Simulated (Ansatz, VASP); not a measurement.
One calculation of CuO, two programs

File INCAR:

```
PREC     = Accurate       # precision mode
ENCUT    = 520            # plane-wave cutoff, eV
EDIFF    = 1E-7           # SCF threshold, eV
ISMEAR   = 0              # smearing method
SIGMA    = 0.1            # smearing width, eV
LREAL    = False          # projectors in reciprocal space
LASPH    = True           # aspherical terms in the spheres
NELM     = 80             # most SCF steps
ALGO     = Normal         # electronic algorithm
ISIF     = 2              # what is computed and relaxed
LWAVE    = False          # write WAVECAR
LCHARG   = False          # write CHGCAR
GGA      = PS             # functional
NBANDS   = 25             # bands
```

The input KPOINTS:

```
regular mesh
0
Gamma
  2 2 1
```

Contents of POSCAR:

```
CuO
1.0
    2.9027900792      0.0128346910     -0.0340833917
    0.0522224784      2.8448878033      0.0026072298
   -0.0435563076      0.0226345624      5.2731527454
Cu O
2 2
Direct
    0.5106995731      0.0053434258      0.4983983317
    0.0537874343      0.4780918003     -0.0097061318
   -0.0431909901      0.9791177467      0.2496237619
    1.0253855975      0.0012663399      0.7685903712
```

Input for Ansatz:

```yaml
crystal:
  lattice:
    - [2.9027900792, 0.012834691, -0.0340833917]
    - [0.0522224784, 2.8448878033, 0.0026072298]
    - [-0.0435563076, 0.0226345624, 5.2731527454]
  atoms:
    - { symbol: Cu, position: [0.5106995731, 0.0053434258, 0.4983983317] }
    - { symbol: Cu, position: [0.0537874343, 0.4780918003, -0.0097061318] }
    - { symbol: O, position: [-0.0431909901, 0.9791177467, 0.2496237619] }
    - { symbol: O, position: [1.0253855975, 0.0012663399, 0.7685903712] }
basis:
  ecutwfc: 420
kpoints:
  mp_grid: { grid: [2, 2, 1] }
hamiltonian:
  xc: pbesol
scf:
  occupations: { method: gaussian, width: 0.1 }
output:
  forces: true
  stress: true
  eigenvalues: true
```

Change from the starting cell: kmesh displaced: [2, 2, 1] Gamma-centred.

Alike in both runs: task single point; functional PBEsol; k mesh 2 × 2 × 1; occupations gaussian, width 0.1 eV; no spin polarisation.

```csv
,VASP,Ansatz
version,VASP 6.6.1,Ansatz 0.2.0
potentials or method,"VASP PAW PBE potentials, release 64 (Cu, O), cutoff 520 eV","scalar-relativistic, plane waves, PAW"
valence electrons in the cell,34,50
```

VASP gave:

| Item | Value |
| --- | --- |
| gap on the k mesh at the Fermi level (eV) | 0.03 |
| least direct gap on the mesh (eV) | 0.22 |
| pressure (GPa) | 2.7 |
| traceless stress, the component that is largest in VASP (GPa) | -6.23 |
| rms of the force components (eV/Å) | 0.929 |

Question: What did Ansatz give for the same quantities?

Answer: gap on the k mesh at the Fermi level (eV): 0.04; least direct gap on the mesh (eV): 0.23; pressure (GPa): 2.0; traceless stress, the component that is largest in VASP (GPa): -6.61; rms of the force components (eV/Å): 0.899.

VASP's potentials were made for PBE, not for PBEsol. Atom by atom the forces differ by 0.037 eV/Å (rms over components). VASP's potentials hold 34 valence electrons a cell and Ansatz's 50, so a difference there can come from the potentials and not from the codes.

The k mesh is coarse, so the values compare programs but aren't converged.
